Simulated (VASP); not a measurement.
# PbI2 (P-3m1) in VASP: notebook

PbI2 is run at these levels: LDA, PBEsol; tasks: single point.

All numbers are computed with VASP 6.6.1; they aren't measurements. Logs are shortened: lines on timing, memory, paths and dates and some standing lists are left out, and cuts for length are marked.

## (1) The cell of the first run

It takes space group P-3m1 (No. 164, trigonal). The conventional cell has a = 4.564 Å, b = 4.564 Å, c = 7.048 Å, α = 90.00°, β = 90.00°, γ = 120.00°. Within 4.3 Å of Pb (site symmetry -3m) lie 6 I at 3.24 Å. Within 4.3 Å of I (site symmetry 3m) lie 3 Pb at 3.24 Å and 3 I at 4.21 Å.

## (2) Single point, LDA

The input, INCAR:

```
SYSTEM = PbI2
PREC     = Accurate       ! precision mode
ENCUT    = 500            ! plane-wave cutoff, eV
EDIFF    = 1E-6           ! SCF threshold, eV
ISMEAR   = 0              ! smearing method
SIGMA    = 0.01           ! smearing width, eV
LREAL    = .False.        ! projectors in reciprocal space
LASPH    = .True.         ! aspherical terms in the spheres
NELM     = 120            ! most SCF steps
ALGO     = Normal         ! electronic algorithm
ISIF     = 2              ! what is computed and relaxed
LWAVE    = .False.        ! write WAVECAR
LCHARG   = .False.        ! write CHGCAR
NBANDS   = 21             ! bands
GGA_COMPAT= .False.
```

The input, KPOINTS:

```
regular mesh
0
Gamma
  3 3 2
  0 0 0
```

The input, POSCAR:

```
PbI2
1.0
    4.5640816926      0.0000000000      0.0000000000
   -2.2820408463      3.9526106907      0.0000000000
    0.0000000000      0.0000000000      7.0475121411
Pb I
1 2
Direct
    0.0000000000      0.0000000000      0.0000000000
    0.3333333333      0.6666666667      0.2667068022
    0.6666666667      0.3333333333      0.7332931978
```

Potentials or basis: VASP PAW LDA potentials, release 64 (Pb_d, I).

The run is started by

```
$ cat potpaw_LDA.64/Pb_d/POTCAR potpaw_LDA.64/I/POTCAR > POTCAR
$ mpirun -np 1 vasp_std > vasp.out
```

OUTCAR:

```text
SYSTEM = PbI2
   PREC = Accurate
   ENCUT = 500
   EDIFF = 1E-6
   ISMEAR = 0
   LREAL = .False.
   LASPH = .True.
   NELM = 120
   ISIF = 2

 ion  position               nearest neighbor table
   1  0.000  0.000  0.000-   2 3.24   3 3.24   2 3.24   3 3.24   3 3.24   2 3.24
   2  0.333  0.667  0.267-   1 3.24   1 3.24   1 3.24
   3  0.667  0.333  0.733-   1 3.24   1 3.24   1 3.24

  LATTYP: Found a hexagonal cell.
 ALAT       =     4.5640816926
 C/A-ratio  =     1.5441248899

  Lattice vectors:

 A1 = (   4.5640816926,   0.0000000000,   0.0000000000)
 A2 = (  -2.2820408463,   3.9526106907,   0.0000000000)
 A3 = (   0.0000000000,   0.0000000000,   7.0475121411)

Analysis of symmetry for initial positions (statically):
=====================================================================
 Subroutine PRICEL returns:
 Original cell was already a primitive cell.

 Routine SETGRP: Setting up the symmetry group for a
 hexagonal supercell.

 Subroutine GETGRP returns: Found 12 space group operations
 (whereof 12 operations were pure point group operations)
 out of a pool of 24 trial point group operations.

The static configuration has the point symmetry D_3d.

Analysis of symmetry for dynamics (positions and initial velocities):
=====================================================================
 Subroutine PRICEL returns:
 Original cell was already a primitive cell.

 Routine SETGRP: Setting up the symmetry group for a
 hexagonal supercell.

 Subroutine GETGRP returns: Found 12 space group operations
 (whereof 12 operations were pure point group operations)
 out of a pool of 24 trial point group operations.

The dynamic configuration has the point symmetry D_3d.

 Subroutine INISYM returns: Found 12 space group operations
 (whereof 12 operations are pure point group operations),
 and found     1 'primitive' translations

----------------------------------------------------------------------------------------

                                     Primitive cell

  volume of cell :     127.1374

  direct lattice vectors                    reciprocal lattice vectors
     4.564081693  0.000000000  0.000000000     0.219102126  0.126498671  0.000000000
    -2.282040846  3.952610691  0.000000000     0.000000000  0.252997342  0.000000000
     0.000000000  0.000000000  7.047512141     0.000000000  0.000000000  0.141894044

  length of vectors
     4.564081693  4.564081693  7.047512141     0.252997342  0.252997342  0.141894044

  position of ions in fractional coordinates (direct lattice)
     0.000000000  0.000000000  0.000000000
     0.333333333  0.666666667  0.266706802
     0.666666667  0.333333333  0.733293198

  ion indices of the primitive-cell ions
   primitive index   ion index
                 1           1
                 2           2
                 3           3

----------------------------------------------------------------------------------------

 KPOINTS: regular mesh

Automatic generation of k-mesh.
 Grid dimensions read from file:
 generate k-points for:    3    3    2

 Generating k-lattice:

  Cartesian coordinates                     Fractional coordinates (reciprocal lattice)
     0.073034042  0.042166224  0.000000000     0.333333333 -0.000000000  0.000000000
     0.000000000  0.084332447  0.000000000     0.000000000  0.333333333  0.000000000
     0.000000000  0.000000000  0.070947022     0.000000000  0.000000000  0.500000000

  Length of vectors
     0.084332447  0.084332447  0.070947022

  Shift w.r.t. Gamma in fractional coordinates (k-lattice)
     0.000000000  0.000000000  0.000000000

 Subroutine IBZKPT returns following result:
 ===========================================

 Found      6 irreducible k-points:

 Following reciprocal coordinates:
            Coordinates               Weight
  0.000000  0.000000  0.000000      1.000000
  0.333333  0.000000  0.000000      6.000000
  0.333333  0.333333  0.000000      2.000000
  0.000000  0.000000  0.500000      1.000000
  0.333333  0.000000  0.500000      6.000000
  0.333333  0.333333  0.500000      2.000000
   k-points           NKPTS =      6   k-points in BZ     NKDIM =      6   number of bands    NBANDS=     21
   number of dos      NEDOS =    301   number of ions     NIONS =      3
   total plane-waves  NPLWV =  69984
   dimension x,y,z NGX =    36 NGY =   36 NGZ =   54
   dimension x,y,z NGXF=    72 NGYF=   72 NGZF=  108
   ions per type =               1   2
   NGX,Y,Z   is equivalent  to a cutoff of  13.11, 13.11, 12.74 a.u.
   NGXF,Y,Z  is equivalent  to a cutoff of  26.23, 26.23, 25.48 a.u.
 SYSTEM =  PbI2
   PREC   = accura    normal or accurate (medium, high low for compatibility)
   ISTART =      0    job   : 0-new  1-cont  2-samecut
   ICHARG =      2    charge: 1-file 2-atom 10-const
   ISPIN  =      1    spin polarized calculation?
   LNONCOLLINEAR =      F non collinear calculations
   LSORBIT =      F    spin-orbit coupling
   LASPH  =      T    aspherical Exc in radial PAW
   ENCUT  =  500.0 eV  36.75 Ry    6.06 a.u.   8.32  8.32 12.85*2*pi/ulx,y,z
   NELM   =    120;   NELMIN=  2; NELMDL= -5     # of ELM steps
   EDIFF  = 0.1E-05   stopping-criterion for ELM
   LREAL  =      F    real-space projection
   EDIFFG = 0.1E-04   stopping-criterion for IOM
   NSW    =      0    number of steps for IOM
   IBRION =     -1    ionic relax: 0-MD 1-quasi-New 2-CG
   NFREE  =      0    steps in history (QN), initial steepest desc. (CG)
   ISIF   =      2    stress and relaxation
   ISYM   =      2    0-nonsym 1-usesym 2-fastsym
   POTIM  = 0.5000    time-step for ionic-motion
   TEBEG  =    0.0;   TEEND  =   0.0 temperature during run
   PSTRESS=    0.0 pullay stress
   NELECT =      28.0000    total number of electrons
   NUPDOWN=      -1.0000    fix difference up-down
   EMIN   =  10.00;   EMAX   =-10.00  energy-range for DOS
   EFERMI =   0.00;   METHOD = LEGACY
   ISMEAR =     0;   SIGMA  =   0.01  broadening in eV -4-tet -1-fermi 0-gaus
   EFERMI_NEDOS =   21; number of points for ismear=-14 and -15
   IALGO  =     38    algorithm
   IMIX   =      4    mixing-type and parameters
     AMIX     =   0.40;   BMIX     =  1.00
     AMIX_MAG =   1.60;   BMIX_MAG =  1.00
  volume/ion in A,a.u.               =      42.38       285.99
  Fermi-wavevector in a.u.,A,eV,Ry     =   0.988636  1.868251 13.298349  0.977401
  Thomas-Fermi vector in A             =   2.120177
   LORBIT       =      0    0 simple, 1 ext, 2 COOP (PROOUT), +10 PAW based schemes
   GGA     = CA    functional components
   LHFCALC =     F    Hartree Fock is set to
   AEXX    =    0.0000 exact exchange contribution
   IVDW    =     0    specifies the selected vdW correction
   LEPSILON=     F    determine dielectric tensor
   LRPA    =     F    only Hartree local field effects (RPA)
 non-spin polarized calculation
 Gauss-broadening in eV      SIGMA  =   0.01
  energy-cutoff  :      500.00
  volume of cell :      127.14
 maximum number of plane-waves:      3235
 NGX is ok and might be reduce to    36
   NGX = 17   NGY = 17   NGZ = 25

 number of electron      27.9999999 magnetization

 Free energy of the ion-electron system (eV)
  ---------------------------------------------------
  ext. energy  EPLUGINS =         0.00000000
  ---------------------------------------------------
  free energy    TOTEN  =        -9.99135806 eV

  energy without entropy =       -9.99135806  energy(sigma->0) =       -9.99135806

 E-fermi :   2.4359     XC(G=0):  -8.4503

 val. band max:        2.3488318203   @ k =   0.0000   0.0000   0.5000
 cond. band min:       4.3863910553   @ k =   0.0000   0.0000   0.5000
 fundamental gap:      2.0375592350
 Fermi energy:         2.4358950403

 k-point     1 :       0.0000    0.0000    0.0000
  band No.  band energies     occupation
      1     -13.7528      2.00000
      2     -13.7528      2.00000
      3     -13.7389      2.00000
      4     -13.7292      2.00000
      5     -13.7292      2.00000
      6      -9.8466      2.00000
[... 13 lines left out ...]
     20       9.9823      0.00000
     21      10.1868      0.00000

 k-point     2 :       0.3333    0.0000    0.0000
  band No.  band energies     occupation
      1     -13.7828      2.00000
      2     -13.7480      2.00000
      3     -13.7365      2.00000
      4     -13.7260      2.00000
      5     -13.7199      2.00000
      6      -9.4286      2.00000
[... 13 lines left out ...]
     20      10.3899      0.00000
     21      11.0687      0.00000

 k-point     3 :       0.3333    0.3333    0.0000
  band No.  band energies     occupation
      1     -13.7719      2.00000
      2     -13.7719      2.00000
      3     -13.7257      2.00000
      4     -13.7247      2.00000
      5     -13.7247      2.00000
      6      -9.0508      2.00000
[... 13 lines left out ...]
     20       9.4029      0.00000
     21      11.2623      0.00000

 k-point     4 :       0.0000    0.0000    0.5000
  band No.  band energies     occupation
      1     -13.7528      2.00000
      2     -13.7528      2.00000
      3     -13.7388      2.00000
      4     -13.7292      2.00000
      5     -13.7292      2.00000
      6      -9.6785      2.00000
[... 13 lines left out ...]
     20       9.6023      0.00000
     21      10.1303      0.00000

 k-point     5 :       0.3333    0.0000    0.5000
  band No.  band energies     occupation
      1     -13.7831      2.00000
      2     -13.7481      2.00000
      3     -13.7365      2.00000
      4     -13.7260      2.00000
      5     -13.7199      2.00000
      6      -9.3096      2.00000
[... 13 lines left out ...]
     20      10.0155      0.00000
     21      10.1840      0.00000

 k-point     6 :       0.3333    0.3333    0.5000
  band No.  band energies     occupation
      1     -13.7721      2.00000
      2     -13.7721      2.00000
      3     -13.7257      2.00000
      4     -13.7247      2.00000
      5     -13.7247      2.00000
      6      -9.0475      2.00000
[... 13 lines left out ...]
     20       9.9275      0.00000
     21      10.3921      0.00000

------------------------ aborting loop because EDIFF is reached ----------------------------------------

  FORCE on cell =-STRESS in cart. coord.  units (eV):
  Direction    XX          YY          ZZ          XY          YZ          ZX
  --------------------------------------------------------------------------------------
  -------------------------------------------------------------------------------------
  Total       -1.1188138     -1.1188138     -1.2646877     -0.0000000      0.0000000      0.0000000
  in kB      -14.0992210    -14.0992210    -15.9375142     -0.0000000      0.0000000      0.0000000
  external PRESSURE =     -14.7119854 kB  Pullay stress =       0.0000000 kB

 VOLUME and BASIS-vectors are now :
 -----------------------------------------------------------------------------
  energy-cutoff  :      500.00
  volume of cell :      127.14
      direct lattice vectors                 reciprocal lattice vectors
     4.564081693  0.000000000  0.000000000     0.219102126  0.126498671  0.000000000
    -2.282040846  3.952610691  0.000000000     0.000000000  0.252997342  0.000000000
     0.000000000  0.000000000  7.047512141     0.000000000  0.000000000  0.141894044

 POSITION                                       TOTAL-FORCE (eV/Angst)
 -----------------------------------------------------------------------------------
      0.00000      0.00000      0.00000        -0.000000      0.000000      0.000000
     -0.00000      2.63507      1.87962        -0.000000      0.000000     -0.220273
      2.28204      1.31754      5.16789         0.000000     -0.000000      0.220273
 -----------------------------------------------------------------------------------
    total drift:                               -0.000000     -0.000000      0.000000

  FREE ENERGIE OF THE ION-ELECTRON SYSTEM (eV)
  ---------------------------------------------------
  free  energy   TOTEN  =        -9.9913580615 eV

  energy  without entropy=       -9.9913580615  energy(sigma->0) =       -9.99135806
```

It took 37 s on 1 thread of Intel Xeon 8259CL, shared host; peak memory 0.2 GiB.

Results:

```
Free energy            : -9.9914 eV
Pressure               : -1.5 GPa
Largest force          : 0.220 eV/Å
Band gap on the k mesh : 2.04 eV
```

Forces on the atoms (eV/Å):
```
Pb   0.000  0.000  0.000
I    0.000  0.000 -0.220
I    0.000  0.000  0.220
```

Stress tensor (GPa, compression positive):
```
-1.41  0.00  0.00
 0.00 -1.41  0.00
 0.00  0.00 -1.59
```

Caveat: the k points lie up to 0.53 Å⁻¹ apart; spin-orbit coupling is left out, which moves the levels of the heavy elements; an odd mesh through Γ misses points on the zone boundary, where band edges can lie.

## (3) Single point, PBEsol

The input, INCAR:

```
SYSTEM = PbI2
  PREC = Accurate
  ENCUT = 500
  EDIFF = 1E-6
  ISMEAR = 0
  SIGMA = 0.01
  LREAL = .False.
  LASPH = .True.
  NELM = 120
  ALGO = Normal
  ISIF = 2
  LWAVE = .False.
  LCHARG = .True.
  GGA = PS
  LELF = .True.
  LVHAR = .True.
  NBANDS = 21
  GGA_COMPAT = .False.
```

The input, KPOINTS:

```
Automatic mesh
0
Gamma
  8 8 1
  0 0 0
```

POSCAR is that of step 2.

Potentials or basis: VASP PAW PBE potentials, release 64 (Pb_d, I).

The run is started by

```
$ cat potpaw_PBE.64/Pb_d/POTCAR potpaw_PBE.64/I/POTCAR > POTCAR
$ mpirun -np 1 vasp_std > vasp.out
```

Wall time 62 s (1 thread of Intel Xeon 8259CL, shared host); peak memory 0.25 GiB.

It converged, with:

| Quantity | Value |
| --- | --- |
| Free energy | -9.4322 eV |
| Pressure | -0.9 GPa |
| Largest force | 0.027 eV/Å |
| Band gap on the k mesh | 2.61 eV (least direct gap 2.99 eV) |

Forces in eV/Å, atoms in the order of the input:
```
Pb   0.000  0.000  0.000
I    0.000  0.000 -0.027
I    0.000  0.000  0.027
```

Stress tensor (GPa, compression positive):
```
-0.71  0.00  0.00
 0.00 -0.71  0.00
 0.00  0.00 -1.17
```

Levels at points of the mesh, in eV from the valence-band top:
| k point | band 12 | band 13 | band 14 | band 15 | band 16 | band 17 |
| --- | --- | --- | --- | --- | --- | --- |
| (0.00, 0.00, 0.00) | -0.69 | -0.69 | -0.52 | 2.61 | 3.50 | 3.50 |
| (0.50, 0.00, 0.00) | -1.39 | -0.56 | -0.18 | 2.96 | 3.80 | 4.77 |

Caveat: the k points lie up to 0.89 Å⁻¹ apart; the PAW data sets were made with another functional, which shifts forces and pressure a little; spin-orbit coupling is left out, which moves the levels of the heavy elements; an odd mesh through Γ misses points on the zone boundary, where band edges can lie; this functional lacks dispersion, which binds the layers, so the pressure and a relaxed spacing across them are unreliable.

## (4) Single point, PBEsol

The input, INCAR:

```
SYSTEM = PbI2
ALGO = Normal
EDIFF = 1E-6
ENCUT = 500
GGA = PS
GGA_COMPAT = .FALSE.
ISIF = 2
ISMEAR = 0
LASPH = .TRUE.
LCHARG = .FALSE.
LREAL = .FALSE.
LWAVE = .FALSE.
NBANDS = 21
NELM = 120
PREC = Accurate
SIGMA = 0.01
```

The input, KPOINTS:

```
k-points
0
G
  6 6 4
  0 0 0
```

POSCAR is that of step 3.

The run is started by

```
$ cat potpaw_PBE.64/Pb_d/POTCAR potpaw_PBE.64/I/POTCAR > POTCAR
$ mpirun -np 1 vasp_std > vasp.out
```

It took 2.1 min on 1 thread of Intel Xeon 8259CL, shared host; peak memory 0.27 GiB.

The run converged. Its results:

* Free energy: -9.3340 eV
* Pressure: -0.5 GPa
* Largest force: 0.110 eV/Å
* Band gap on the k mesh: 2.13 eV

Forces on the atoms (eV/Å):
```
Pb   0.000  0.000  0.000
I    0.000  0.000 -0.110
I    0.000  0.000  0.110
```

Levels at points of the mesh, in eV from the valence-band top:
```csv
k point,band 10,band 11,band 12,band 13,band 14,band 15,band 16,band 17,band 18,band 19
"(0.00, 0.00, 0.00)",-0.97,-0.97,-0.89,-0.89,-0.74,2.40,3.30,3.30,6.22,7.30
"(0.50, 0.00, 0.00)",-2.39,-2.03,-1.59,-0.75,-0.39,2.76,3.60,4.57,4.96,7.92
"(0.00, 0.00, 0.50)",-1.11,-1.11,-0.71,-0.71,0.00,2.13,3.12,3.12,6.26,7.27
"(0.50, 0.00, 0.50)",-1.82,-1.73,-1.35,-1.12,-0.70,3.10,3.63,4.04,5.67,7.41
```

Caveat: the PAW data sets were made with another functional, which shifts forces and pressure a little; spin-orbit coupling is left out, which moves the levels of the heavy elements; this functional lacks dispersion, which binds the layers, so the pressure and a relaxed spacing across them are unreliable.

(Continued in part 2 of 2.)
